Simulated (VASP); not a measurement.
Input of a VASP 6.6.1 run:

Contents of INCAR:

```
PREC = Accurate
ENCUT = 520
EDIFF = 1E-7
ISMEAR = 0
SIGMA = 0.02
LREAL = F
LASPH = T
NELM = 60
ALGO = Normal
ISIF = 2
LWAVE = F
LCHARG = F
GGA = PS
NBANDS = 16
```

KPOINTS

```
Automatic mesh
0
Gamma
  8 8 6
```

The input POSCAR:

```
Mg2C3
1.0
    2.3209674907     -2.2345697209      0.0270060489
    2.3209674907      2.2345697209      0.0270060489
   -1.1246700009      0.0000000000      4.6550800835
Mg C
2 3
Direct
    0.8085210375      0.8085210375      0.2034758023
    0.1914789625      0.1914789625      0.7965241977
    0.2952003181      0.2952003181      0.2609681843
    0.7047996819      0.7047996819      0.7390318157
    0.5000000000      0.5000000000      0.5000000000
```

Potentials or basis: VASP PAW PBE potentials, release 64 (Mg, C).

Command:

```console
$ cat potpaw_PBE.64/Mg/POTCAR potpaw_PBE.64/C/POTCAR > POTCAR
$ mpirun -np 1 vasp_std > vasp.out
```

Problem. What does it give for the band gap on the k mesh?

Solution. 1.77 eV (least direct gap 2.70 eV).

Problem. Predict the pressure.

Solution. 15.1 GPa.

Problem. Predict the largest force.

Solution. 0.061 eV/Å.

Stress tensor (GPa, compression positive):
```
15.03  0.00  0.35
 0.00 14.91  0.00
 0.35  0.00 15.41
```

Caveat: the cell stands under pressure; the PAW data sets were made with another functional, which shifts forces and pressure a little. A k mesh can miss the band edges.
